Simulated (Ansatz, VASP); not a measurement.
## One calculation of AlN, two programs

```xyz
2
Lattice="0.0000 2.1830 2.1830 2.1830 0.0000 2.1830 2.1830 2.1830 0.0000" Properties=species:S:1:pos:R:3 pbc="T T T"
Al    0.0000    0.0000    0.0000
N     3.2745    3.2745    3.2745
```

Change from the starting cell: mode 4 frozen in at +0.000 Å, equal normal strain along x, y and z -0.0083.

Alike in both runs: task single point; functional PBE; k mesh 10 × 10 × 10; occupations gaussian, width 0.05 eV; no spin polarisation.

```csv
,VASP,Ansatz
version,VASP 6.6.1,Ansatz 0.2.0
potentials or method,"VASP PAW PBE potentials, release 64 (Al, N), cutoff 520 eV","scalar-relativistic, plane waves, PAW"
valence electrons in the cell,8,8
```

VASP gave:

- gap on the k mesh at the Fermi level (eV): 3.32
- least direct gap on the mesh (eV): 4.21
- pressure (GPa): 4.9

Problem. What did Ansatz give for the same quantities?

Solution. gap on the k mesh at the Fermi level (eV): 3.33; least direct gap on the mesh (eV): 4.20; pressure (GPa): 5.1.
